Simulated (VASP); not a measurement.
A run of VASP 6.6.1 is set up as follows.

Contents of POSCAR:

```
ZnS
1.0
    3.6544528774      0.0000000000      0.0000000000
   -1.8272264387      3.1648490288      0.0000000000
    0.0000000000      0.0000000000      5.7460763399
Zn S
2 2
Direct
    0.3333333333      0.6666666667      0.0053880710
    0.6666666667      0.3333333333      0.5053880710
    0.3333333333      0.6666666667      0.3796119290
    0.6666666667      0.3333333333      0.8796119290
```

The input INCAR.step1:

```
SYSTEM = ZnS
  PREC = Accurate
  ENCUT = 520
  ISMEAR = 0
  SIGMA = 0.05
  LREAL = .FALSE.
  LASPH = .TRUE.
  NELM = 60
  NBANDS = 26
  GGA = PE
  ALGO = Normal
  EDIFF = 1E-4
  LWAVE = .TRUE.
  LCHARG = .FALSE.
```

The input INCAR.step2:

```
SYSTEM = ZnS
  PREC = Accurate
  ENCUT = 520
  EDIFF = 1E-7
  ISMEAR = 0
  SIGMA = 0.05
  LREAL = .FALSE.
  LASPH = .TRUE.
  NELM = 60
  ALGO = Normal
  ISIF = 2
  LWAVE = .FALSE.
  LCHARG = .FALSE.
  METAGGA = R2SCAN
  LMIXTAU = .TRUE.
  NBANDS = 26
  ISTART = 1
```

The input KPOINTS:

```
regular mesh
0
G
  6 6 4
  0 0 0
```

Potentials or basis: VASP PAW PBE potentials, release 64 (Zn, S).

Command:

```console
$ cat potpaw_PBE.64/Zn/POTCAR potpaw_PBE.64/S/POTCAR > POTCAR
$ cp INCAR.step1 INCAR
$ mpirun -np 1 vasp_std > vasp.out
$ cp INCAR.step2 INCAR
$ mpirun -np 1 vasp_std > vasp.out
```

(1) Estimate the pressure.

(2) Estimate the largest force.

(3) What does it give for the band gap on the k mesh?

## Answers

(1) 19.0 GPa.

(2) 0.675 eV/Å.

(3) 3.50 eV.

Caveat: the cell differs from its parent crystal (strain -0.040 along x and y, -0.080 along z); the cell stands under pressure; the PAW data sets were made with another functional, which shifts forces and pressure a little.
